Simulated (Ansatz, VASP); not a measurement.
S in VASP and in Ansatz

The input INCAR:

```
SYSTEM = S
  ALGO = Normal
  EDIFF = 1E-6
  EDIFFG = -0.005
  ENCUT = 600
  IBRION = 2
  ISIF = 3
  ISMEAR = -1
  LASPH = .True.
  LCHARG = .False.
  LREAL = .False.
  LWAVE = .False.
  NELM = 100
  NSW = 60
  PREC = Accurate
  SIGMA = 0.08
```

Contents of KPOINTS:

```
k-points
0
Gamma
  16 16 16
  0 0 0
```

POSCAR

```
S
1.0
    0.0000000000      2.0408275510      2.0408275510
    2.0408275510      0.0000000000      2.0408275510
    2.0408275510      2.0408275510      0.0000000000
S
1
Direct
    0.0000000000      0.0000000000      0.0000000000
```

Input for Ansatz:

```yaml
crystal:
  lattice:
    - [0.0, 2.040827551, 2.040827551]
    - [2.040827551, 0.0, 2.040827551]
    - [2.040827551, 2.040827551, 0.0]
  atoms:
    - { symbol: S, position: [0.0, 0.0, 0.0] }
kpoints:
  mp_grid: { grid: [16, 16, 16] }
scf:
  occupations: { method: fermi_dirac, width: 0.08 }
hamiltonian:
  xc: lda
  pseudopotentials: { kind: paw }
output:
  forces: true
  stress: true
relax:
  f_tol: 0.005
  max_steps: 40
  cell: {}
```

Alike in both runs: task relaxation of cell and atoms; functional LDA; k mesh 16 × 16 × 16; occupations fermi-dirac, width 0.08 eV; no spin polarisation.

```csv
,VASP,Ansatz
version,VASP 6.6.1,Ansatz 0.2.0
potentials or method,"VASP PAW LDA potentials, release 64 (S)","PAW with Ansatz's default frozen-core files, scalar-relativistic"
plane-wave cutoff (eV),600,420
valence electrons in the cell,6,6
```

```csv
,VASP,Ansatz,Ansatz less VASP
relaxed volume (Å³/atom),14.73,14.73,+0.006
relaxed cell length with the largest relative difference (Å),2.751,2.752,+0.0004
```

LDA's correlation is that of Perdew and Zunger in VASP and of Perdew and Wang (1992) in Ansatz.
